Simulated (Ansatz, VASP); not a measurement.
**CdS: VASP beside Ansatz**

File INCAR:

```
SYSTEM = CdS
PREC     = Accurate       ! precision mode
ENCUT    = 520            ! plane-wave cutoff, eV
EDIFF    = 1E-8           ! SCF threshold, eV
ISMEAR   = -1             ! smearing method
SIGMA    = 0.01           ! smearing width, eV
LREAL    = .FALSE.        ! projectors in reciprocal space
LASPH    = .TRUE.         ! aspherical terms in the spheres
NELM     = 60             ! most SCF steps
ALGO     = Normal         ! electronic algorithm
ISIF     = 2              ! what is computed and relaxed
LWAVE    = .FALSE.        ! write WAVECAR
LCHARG   = .FALSE.        ! write CHGCAR
GGA      = PS             ! functional
LEFG     = .TRUE.       
NBANDS   = 26             ! bands
```

KPOINTS

```
Automatic mesh
0
G
  7 7 4
  0 0 0
```

The input POSCAR:

```
CdS
1.0
    4.1485361787      0.0000000000      0.0000000000
   -2.0742680894      3.5927377193      0.0000000000
    0.0000000000      0.0000000000      6.7714220916
Cd S
2 2
Direct
    0.3333333333      0.6666666667      0.0000000000
    0.6666666667      0.3333333333      0.5000000000
    0.3333333333      0.6666666667      0.3850000000
    0.6666666667      0.3333333333      0.8850000000
```

Input for Ansatz:

```yaml
crystal:
  lattice:
    - [4.1485361787, 0.0, 0.0]
    - [-2.0742680894, 3.5927377193, 0.0]
    - [0.0, 0.0, 6.7714220916]
  atoms:
    - { symbol: Cd, position: [0.3333333333, 0.6666666667, 0.0] }
    - { symbol: Cd, position: [0.6666666667, 0.3333333333, 0.5] }
    - { symbol: S, position: [0.3333333333, 0.6666666667, 0.385] }
    - { symbol: S, position: [0.6666666667, 0.3333333333, 0.885] }
kpoints:
  mp_grid: { grid: [7, 7, 4] }
scf:
  occupations: { method: fermi_dirac, width: 0.01 }
hamiltonian:
  xc: pbesol
  pseudopotentials: { kind: all_electron, datasets: crystal }
output:
  forces: true
  stress: true
  eigenvalues: true
  efg: { contact_densities: true }
```

Change from the starting cell: volume scaled by 1.01, crystal datasets.

Alike in both runs: task electric field gradients; functional PBEsol; k mesh 7 × 7 × 4; occupations fermi-dirac, width 0.01 eV; no spin polarisation.

|  | VASP | Ansatz |
| --- | --- | --- |
| version | VASP 6.6.1 | Ansatz 0.2.0 |
| potentials or method | VASP PAW PBE potentials, release 64 (Cd, S), cutoff 520 eV | all-electron PAW with datasets made for the crystal, scalar-relativistic |

VASP gave:

- gap on the k mesh at the Fermi level (eV): 1.07
- pressure (GPa): -0.8
- traceless stress, the component that is largest in VASP (GPa): -1.32
- rms of the force components (eV/Å): 0.141
- size of Vzz on the site where it differs most (V/Å²): 34.8

What did Ansatz give for the same quantities?

gap on the k mesh at the Fermi level (eV): 1.07; pressure (GPa): -1.1; traceless stress, the component that is largest in VASP (GPa): -1.27; rms of the force components (eV/Å): 0.137; size of Vzz on the site where it differs most (V/Å²): 31.6.

VASP's potentials were made for PBE, not for PBEsol. Atom by atom the forces differ by 0.005 eV/Å (rms over components). Ansatz ran all-electron here, and VASP with PAW potentials.
